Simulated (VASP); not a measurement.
# Pt (Fm-3m) in VASP: notebook

Pt is run at these levels: PBE; tasks: single point.

Program: VASP 6.6.1. These are calculated values, not measurements. Logs are shortened: lines on timing, memory, paths and dates and some standing lists are left out, and cuts for length are marked.

## Step 1: The cell of the first run

It takes space group Fm-3m (No. 225, cubic). Conventional cell: a = 3.972 Å, b = 3.972 Å, c = 3.972 Å, α = 90.00°, β = 90.00°, γ = 90.00°. Pt (site symmetry m-3m) has 12 Pt at 2.81 Å within 3.7 Å.

## Step 2: Single point, PBE

Input file INCAR:

```
SYSTEM = Pt
  PREC = Accurate
  ENCUT = 520
  EDIFF = 1E-6
  ISMEAR = 0
  SIGMA = 0.03
  LREAL = .FALSE.
  LASPH = .TRUE.
  NELM = 60
  ALGO = Normal
  ISIF = 2
  LWAVE = .FALSE.
  LCHARG = .FALSE.
  GGA = PE
  NBANDS = 11
```

Input file KPOINTS:

```
Automatic mesh
0
G
  14 14 14
  0 0 0
```

Input file POSCAR:

```
Pt
1.0
    0.0000000000      1.9857786488      1.9857786488
    1.9857786488      0.0000000000      1.9857786488
    1.9857786488      1.9857786488      0.0000000000
Pt
1
Direct
    0.0000000000      0.0000000000      0.0000000000
```

Potentials or basis: VASP PAW PBE potentials, release 64 (Pt).

Command:

```
$ cat potpaw_PBE.64/Pt/POTCAR > POTCAR
$ mpirun -np 1 vasp_std > vasp.out
```

OUTCAR:

```text
SYSTEM = Pt
   PREC = Accurate
   ENCUT = 520
   EDIFF = 1E-6
   ISMEAR = 0
   LREAL = .FALSE.
   LASPH = .TRUE.
   NELM = 60
   ISIF = 2
   GGA = PE

 ion  position               nearest neighbor table
   1  0.000  0.000  0.000-

  LATTYP: Found a face centered cubic cell.
 ALAT       =     3.9715572976

  Lattice vectors:

 A1 = (   0.0000000000,   1.9857786488,   1.9857786488)
 A2 = (   1.9857786488,   0.0000000000,   1.9857786488)
 A3 = (   1.9857786488,   1.9857786488,   0.0000000000)

Analysis of symmetry for initial positions (statically):
=====================================================================
 Subroutine PRICEL returns:
 Original cell was already a primitive cell.

 Routine SETGRP: Setting up the symmetry group for a
 face centered cubic supercell.

 Subroutine GETGRP returns: Found 48 space group operations
 (whereof 48 operations were pure point group operations)
 out of a pool of 48 trial point group operations.

The static configuration has the point symmetry O_h .

Analysis of symmetry for dynamics (positions and initial velocities):
=====================================================================
 Subroutine PRICEL returns:
 Original cell was already a primitive cell.

 Routine SETGRP: Setting up the symmetry group for a
 face centered cubic supercell.

 Subroutine GETGRP returns: Found 48 space group operations
 (whereof 48 operations were pure point group operations)
 out of a pool of 48 trial point group operations.

The dynamic configuration has the point symmetry O_h .

 Subroutine INISYM returns: Found 48 space group operations
 (whereof 48 operations are pure point group operations),
 and found     1 'primitive' translations

----------------------------------------------------------------------------------------

                                     Primitive cell

  volume of cell :      15.6611

  direct lattice vectors                    reciprocal lattice vectors
     0.000000000  1.985778649  1.985778649    -0.251790400  0.251790400  0.251790400
     1.985778649  0.000000000  1.985778649     0.251790400 -0.251790400  0.251790400
     1.985778649  1.985778649  0.000000000     0.251790400  0.251790400 -0.251790400

  length of vectors
     2.808315097  2.808315097  2.808315097     0.436113765  0.436113765  0.436113765

  position of ions in fractional coordinates (direct lattice)
     0.000000000  0.000000000  0.000000000

  ion indices of the primitive-cell ions
   primitive index   ion index
                 1           1

----------------------------------------------------------------------------------------

 KPOINTS: Automatic mesh

Automatic generation of k-mesh.
 Grid dimensions read from file:
 generate k-points for:   14   14   14

 Generating k-lattice:

  Cartesian coordinates                     Fractional coordinates (reciprocal lattice)
    -0.017985029  0.017985029  0.017985029     0.071428571  0.000000000  0.000000000
     0.017985029 -0.017985029  0.017985029     0.000000000  0.071428571  0.000000000
     0.017985029  0.017985029 -0.017985029     0.000000000  0.000000000  0.071428571

  Length of vectors
     0.031150983  0.031150983  0.031150983

  Shift w.r.t. Gamma in fractional coordinates (k-lattice)
     0.000000000  0.000000000  0.000000000

 Subroutine IBZKPT returns following result:
 ===========================================

 Found    104 irreducible k-points:

 Following reciprocal coordinates:
            Coordinates               Weight
  0.000000  0.000000  0.000000      1.000000
  0.071429  0.000000  0.000000      8.000000
  0.142857  0.000000  0.000000      8.000000
  0.214286  0.000000  0.000000      8.000000
  0.285714  0.000000  0.000000      8.000000
  0.357143  0.000000  0.000000      8.000000
[... 16 lines left out ...]
  0.214286  0.142857  0.000000     24.000000
  0.285714  0.142857  0.000000     24.000000
 [... further k-points ...]
   k-points           NKPTS =    104   k-points in BZ     NKDIM =    104   number of bands    NBANDS=     11
   number of dos      NEDOS =    301   number of ions     NIONS =      1
   total plane-waves  NPLWV =  13824
   dimension x,y,z NGX =    24 NGY =   24 NGZ =   24
   dimension x,y,z NGXF=    48 NGYF=   48 NGZF=   48
   ions per type =               1
   NGX,Y,Z   is equivalent  to a cutoff of  14.21, 14.21, 14.21 a.u.
   NGXF,Y,Z  is equivalent  to a cutoff of  28.41, 28.41, 28.41 a.u.
 SYSTEM =  Pt
   PREC   = accura    normal or accurate (medium, high low for compatibility)
   ISTART =      0    job   : 0-new  1-cont  2-samecut
   ICHARG =      2    charge: 1-file 2-atom 10-const
   ISPIN  =      1    spin polarized calculation?
   LNONCOLLINEAR =      F non collinear calculations
   LSORBIT =      F    spin-orbit coupling
   LASPH  =      T    aspherical Exc in radial PAW
   ENCUT  =  520.0 eV  38.22 Ry    6.18 a.u.   5.22  5.22  5.22*2*pi/ulx,y,z
   NELM   =     60;   NELMIN=  2; NELMDL= -5     # of ELM steps
   EDIFF  = 0.1E-05   stopping-criterion for ELM
   LREAL  =      F    real-space projection
   EDIFFG = 0.1E-04   stopping-criterion for IOM
   NSW    =      0    number of steps for IOM
   IBRION =     -1    ionic relax: 0-MD 1-quasi-New 2-CG
   NFREE  =      0    steps in history (QN), initial steepest desc. (CG)
   ISIF   =      2    stress and relaxation
   ISYM   =      2    0-nonsym 1-usesym 2-fastsym
   POTIM  = 0.5000    time-step for ionic-motion
   TEBEG  =    0.0;   TEEND  =   0.0 temperature during run
   PSTRESS=    0.0 pullay stress
   NELECT =      10.0000    total number of electrons
   NUPDOWN=      -1.0000    fix difference up-down
   EMIN   =  10.00;   EMAX   =-10.00  energy-range for DOS
   EFERMI =   0.00;   METHOD = LEGACY
   ISMEAR =     0;   SIGMA  =   0.03  broadening in eV -4-tet -1-fermi 0-gaus
   EFERMI_NEDOS =   21; number of points for ismear=-14 and -15
   IALGO  =     38    algorithm
   IMIX   =      4    mixing-type and parameters
     AMIX     =   0.40;   BMIX     =  1.00
     AMIX_MAG =   1.60;   BMIX_MAG =  1.00
  volume/ion in A,a.u.               =      15.66       105.69
  Fermi-wavevector in a.u.,A,eV,Ry     =   1.409724  2.663991 27.039142  1.987321
  Thomas-Fermi vector in A             =   2.531750
   LORBIT       =      0    0 simple, 1 ext, 2 COOP (PROOUT), +10 PAW based schemes
   GGA     = PE    functional components
   LHFCALC =     F    Hartree Fock is set to
   AEXX    =    0.0000 exact exchange contribution
   IVDW    =     0    specifies the selected vdW correction
   LEPSILON=     F    determine dielectric tensor
   LRPA    =     F    only Hartree local field effects (RPA)
 non-spin polarized calculation
 Gauss-broadening in eV      SIGMA  =   0.03
  energy-cutoff  :      520.00
  volume of cell :       15.66
 maximum number of plane-waves:       444
 NGX is ok and might be reduce to    24
   NGX = 11   NGY = 11   NGZ = 11

 number of electron      10.0000002 magnetization

 Free energy of the ion-electron system (eV)
  ---------------------------------------------------
  ext. energy  EPLUGINS =         0.00000000
  ---------------------------------------------------
  free energy    TOTEN  =        -6.10534530 eV

  energy without entropy =       -6.10430989  energy(sigma->0) =       -6.10482760

 E-fermi :  10.5236     XC(G=0): -13.2649

 val. band max:       10.5226054572   @ k =   0.5000   0.3571   0.0714
 cond. band min:      10.5428839763   @ k =   0.4286   0.1429   0.0000
 fundamental gap:      0.0202785191
 Fermi energy:        10.5235741756

 k-point     1 :       0.0000    0.0000    0.0000
  band No.  band energies     occupation
      1       0.7553      2.00000
      2       6.9881      2.00000
      3       6.9881      2.00000
      4       6.9881      2.00000
      5       9.0141      2.00000
      6       9.0141      2.00000
      7      25.2903      0.00000
      8      30.0464      0.00000
      9      30.0464      0.00000
     10      30.0464      0.00000
     11      35.2556      0.00000

 k-point     2 :       0.0714    0.0000    0.0000
  band No.  band energies     occupation
      1       0.9528      2.00000
      2       6.9038      2.00000
      3       7.0644      2.00000
      4       7.0644      2.00000
      5       8.9732      2.00000
      6       8.9732      2.00000
      7      25.5866      0.00000
      8      29.0201      0.00000
      9      30.3414      0.00000
     10      30.3414      0.00000
     11      36.3140      0.00000

 k-point     3 :       0.1429    0.0000    0.0000
  band No.  band energies     occupation
      1       1.5152      2.00000
      2       6.7117      2.00000
      3       7.2420      2.00000
      4       7.2420      2.00000
      5       8.9137      2.00000
      6       8.9137      2.00000
      7      26.3090      0.00000
      8      27.0818      0.00000
      9      31.1763      0.00000
     10      31.1763      0.00000
     11      35.7455      0.00000

 k-point     4 :       0.2143    0.0000    0.0000
  band No.  band energies     occupation
      1       2.3259      2.00000
      2       6.5945      2.00000
      3       7.3573      2.00000
      4       7.3573      2.00000
      5       9.0200      2.00000
      6       9.0200      2.00000
      7      24.8401      0.00000
      8      26.9314      0.00000
      9      32.3439      0.00000
     10      32.3439      0.00000
     11      33.9299      0.00000

 k-point     5 :       0.2857    0.0000    0.0000
  band No.  band energies     occupation
      1       3.1030      2.00000
      2       6.8836      2.00000
      3       7.2852      2.00000
      4       7.2852      2.00000
      5       9.4157      2.00000
      6       9.4157      2.00000
      7      22.3706      0.00000
      8      26.5493      0.00000
      9      32.5577      0.00000
     10      32.5577      0.00000
     11      34.1503      0.00000
[... 211 lines left out ...]
 k-point    21 :      -0.0714    0.0714    0.0000
  band No.  band energies     occupation
      1       1.2737      2.00000
      2       6.7502      2.00000
      3       7.1724      2.00000
      4       7.2175      2.00000
      5       8.7866      2.00000
      6       9.0575      2.00000
      7      26.0410      0.00000
      8      28.1120      0.00000
      9      30.0605      0.00000
     10      31.1636      0.00000
     11      36.5130      0.00000

 k-point    22 :       0.1429    0.1429    0.0000
  band No.  band energies     occupation
      1       1.7756      2.00000
      2       6.3766      2.00000
      3       7.5172      2.00000
      4       7.5172      2.00000
      5       8.3507      2.00000
      6       9.2766      2.00000
      7      26.8122      0.00000
      8      28.4066      0.00000
      9      29.7759      0.00000
     10      29.7759      0.00000
     11      37.3482      0.00000

 k-point    23 :       0.2143    0.1429    0.0000
  band No.  band energies     occupation
      1       2.4055      2.00000
      2       6.1188      2.00000
      3       7.6313      2.00000
      4       7.7642      2.00000
      5       8.3039      2.00000
      6       9.4301      2.00000
      7      26.8886      0.00000
      8      27.6096      0.00000
      9      29.4691      0.00000
     10      30.2271      0.00000
     11      34.7212      0.00000

 k-point    24 :       0.2857    0.1429    0.0000
  band No.  band energies     occupation
      1       3.2136      2.00000
      2       5.9864      2.00000
      3       7.3203      2.00000
      4       7.8625      2.00000
      5       8.9249      2.00000
      6       9.7382      2.00000
      7      24.5311      0.00000
      8      27.7532      0.00000
      9      29.0760      0.00000
     10      30.5460      0.00000
     11      34.2556      0.00000

 [... further k-points ...]
[... 5 lines left out ...]
  --------------------------------------------------------------------------------------
  -------------------------------------------------------------------------------------
  Total       -0.0977200     -0.0977200     -0.0977200      0.0000000     -0.0000000      0.0000000
  in kB       -9.9970430     -9.9970430     -9.9970430      0.0000000     -0.0000000      0.0000000
  external PRESSURE =      -9.9970430 kB  Pullay stress =       0.0000000 kB

 VOLUME and BASIS-vectors are now :
 -----------------------------------------------------------------------------
  energy-cutoff  :      520.00
  volume of cell :       15.66
      direct lattice vectors                 reciprocal lattice vectors
     0.000000000  1.985778649  1.985778649    -0.251790400  0.251790400  0.251790400
     1.985778649  0.000000000  1.985778649     0.251790400 -0.251790400  0.251790400
     1.985778649  1.985778649  0.000000000     0.251790400  0.251790400 -0.251790400

 POSITION                                       TOTAL-FORCE (eV/Angst)
 -----------------------------------------------------------------------------------
      0.00000      0.00000      0.00000        -0.000000     -0.000000      0.000000
 -----------------------------------------------------------------------------------
    total drift:                               -0.000000      0.000000     -0.000000

  FREE ENERGIE OF THE ION-ELECTRON SYSTEM (eV)
  ---------------------------------------------------
  free  energy   TOTEN  =        -6.1053453040 eV

  energy  without entropy=       -6.1043098878  energy(sigma->0) =       -6.10482760
```

Wall time 17 s (1 thread of AMD EPYC 7R13, shared host); peak memory 0.15 GiB.

What came out:

```yaml
Free_energy: -6.1053 eV
Pressure: -1.0 GPa
Band_gap_on_the_k_mesh: zero (band 5 reaches 11.01 eV, above the bottom of band 6 at 8.91 eV)
```

Caveat: spin-orbit coupling is left out, which moves the levels of the heavy elements.

## Step 3: Single point, PBE

Input file INCAR:

```
ALGO = Normal
EDIFF = 1E-6
ENCUT = 520
GGA = PE
ISIF = 2
ISMEAR = 0
LASPH = T
LCHARG = T
LELF = T
LREAL = F
LVHAR = T
LWAVE = F
NBANDS = 11
NELM = 100
PREC = Accurate
SIGMA = 0.1
```

Input file KPOINTS:

```
k-points
0
Gamma
  14 14 14
```

POSCAR is that of step 2.

Potentials or basis: VASP PAW PBE potentials, release 64 (Pt).

Command:

```
$ cat potpaw_PBE.64/Pt/POTCAR > POTCAR
$ mpirun -np 1 vasp_std > vasp.out
```

OUTCAR:

```text
EDIFF = 1E-6
   ENCUT = 520
   GGA = PE
   ISIF = 2
   ISMEAR = 0
   LASPH = T
   LREAL = F
   NELM = 100
   PREC = Accurate

 ion  position               nearest neighbor table
   1  0.000  0.000  0.000-

  LATTYP: Found a face centered cubic cell.
 ALAT       =     3.9715572976

  Lattice vectors:

 A1 = (   0.0000000000,   1.9857786488,   1.9857786488)
 A2 = (   1.9857786488,   0.0000000000,   1.9857786488)
 A3 = (   1.9857786488,   1.9857786488,   0.0000000000)

Analysis of symmetry for initial positions (statically):
=====================================================================
 Subroutine PRICEL returns:
 Original cell was already a primitive cell.

 Routine SETGRP: Setting up the symmetry group for a
 face centered cubic supercell.

 Subroutine GETGRP returns: Found 48 space group operations
 (whereof 48 operations were pure point group operations)
 out of a pool of 48 trial point group operations.

The static configuration has the point symmetry O_h .

Analysis of symmetry for dynamics (positions and initial velocities):
=====================================================================
[... 160 lines left out ...]
 cond. band min:      10.5436071206   @ k =   0.4286   0.1429   0.0000
 fundamental gap:      0.0203038991
 Fermi energy:        10.5338481523

 k-point     1 :       0.0000    0.0000    0.0000
  band No.  band energies     occupation
      1       0.7553      2.00000
      2       6.9886      2.00000
      3       6.9886      2.00000
      4       6.9886      2.00000
      5       9.0148      2.00000
      6       9.0148      2.00000
      7      25.2901      0.00000
      8      30.0464      0.00000
      9      30.0464      0.00000
     10      30.0464      0.00000
     11      35.2554      0.00000
[... 309 lines left out ...]
 k-point    24 :       0.2857    0.1429    0.0000
  band No.  band energies     occupation
      1       3.2136      2.00000
      2       5.9868      2.00000
      3       7.3209      2.00000
      4       7.8631      2.00000
      5       8.9255      2.00000
      6       9.7389      2.00000
      7      24.5313      0.00000
      8      27.7533      0.00000
      9      29.0762      0.00000
     10      30.5461      0.00000
     11      34.2558      0.00000

 [... further k-points ...]
[... 5 lines left out ...]
  --------------------------------------------------------------------------------------
  -------------------------------------------------------------------------------------
  Total       -0.0897092     -0.0897092     -0.0897092      0.0000000      0.0000000      0.0000000
  in kB       -9.1775122     -9.1775122     -9.1775122      0.0000000      0.0000000      0.0000000
  external PRESSURE =      -9.1775122 kB  Pullay stress =       0.0000000 kB

 VOLUME and BASIS-vectors are now :
 -----------------------------------------------------------------------------
  energy-cutoff  :      520.00
  volume of cell :       15.66
      direct lattice vectors                 reciprocal lattice vectors
     0.000000000  1.985778649  1.985778649    -0.251790400  0.251790400  0.251790400
     1.985778649  0.000000000  1.985778649     0.251790400 -0.251790400  0.251790400
     1.985778649  1.985778649  0.000000000     0.251790400  0.251790400 -0.251790400

 POSITION                                       TOTAL-FORCE (eV/Angst)
 -----------------------------------------------------------------------------------
      0.00000      0.00000      0.00000         0.000000      0.000000      0.000000
 -----------------------------------------------------------------------------------
    total drift:                               -0.000000     -0.000000     -0.000000

  FREE ENERGIE OF THE ION-ELECTRON SYSTEM (eV)
  ---------------------------------------------------
  free  energy   TOTEN  =        -6.1094668160 eV

  energy  without entropy=       -6.1005464153  energy(sigma->0) =       -6.10500662
```

Wall time 18 s (1 thread of AMD EPYC 7R13, shared host); peak memory 0.15 GiB.

Results:

| Item | Value |
| --- | --- |
| Free energy | -6.1095 eV |
| Pressure | -0.9 GPa |
| Band gap on the k mesh | zero (band 5 reaches 11.01 eV, above the bottom of band 6 at 8.91 eV) |

Caveat: spin-orbit coupling is left out, which moves the levels of the heavy elements.
